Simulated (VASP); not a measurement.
**MgO: single point with PBEsol**

MgO:

```
Mg O
1.0
    -0.22540    2.02861    2.02861
     2.02861   -0.22540    2.02861
     2.02861    2.02861   -0.22540
Mg O
1 1
Direct
  0.00000 0.00000 0.00000
  0.50000 0.50000 0.50000
```

This cell differs from its parent crystal: ratio of the length along [111] to the lengths across it x 0.85, volume and fractional coordinates fixed.

```yaml
Program: VASP 6.6.1
Task: single point
Functional: PBEsol
Potentials_or_basis: VASP PAW PBE potentials, release 64 (Mg, O)
Cutoff: 520 eV
k_mesh: 10 × 10 × 10
Occupations: gaussian, width 0.05 eV
Spin: no spin polarisation
Dipole_correction: no
Further_INCAR_settings: ALGO = Normal; EDIFF = 1e-06; NBANDS = 11
```

The pressure is -6.2 GPa and the band gap on the k mesh is 3.33 eV, direct.

Stress tensor (GPa, compression positive):
```
-6.15 11.21 11.21
11.21 -6.15 11.21
11.21 11.21 -6.15
```

Levels at points of the mesh, in eV from the valence-band top:
| k point | band 1 | band 2 | band 3 | band 4 | band 5 | band 6 | band 7 | band 8 | band 9 |
| --- | --- | --- | --- | --- | --- | --- | --- | --- | --- |
| (0.00, 0.00, 0.00) | -17.63 | -0.91 | -0.91 | 0.00 | 3.33 | 13.26 | 13.26 | 18.06 | 18.67 |
| (0.50, 0.00, 0.00) | -16.50 | -5.33 | -1.30 | -0.61 | 6.96 | 10.63 | 14.95 | 17.48 | 18.81 |
| (0.50, 0.50, 0.00) | -16.11 | -4.59 | -2.54 | -1.24 | 7.27 | 9.81 | 11.55 | 16.28 | 19.08 |
| (0.50, 0.50, 0.50) | -16.00 | -4.56 | -1.85 | -1.85 | 5.99 | 12.92 | 12.92 | 13.01 | 18.15 |

It took 18 s on 1 thread of Intel(R) Xeon(R) Platinum 8259CL CPU @ 2.50GHz (Skylake/Cascade Lake), on a shared host, peak memory 0.15 GiB.

Caveat: the PAW data sets were made with another functional, which shifts forces and pressure a little.
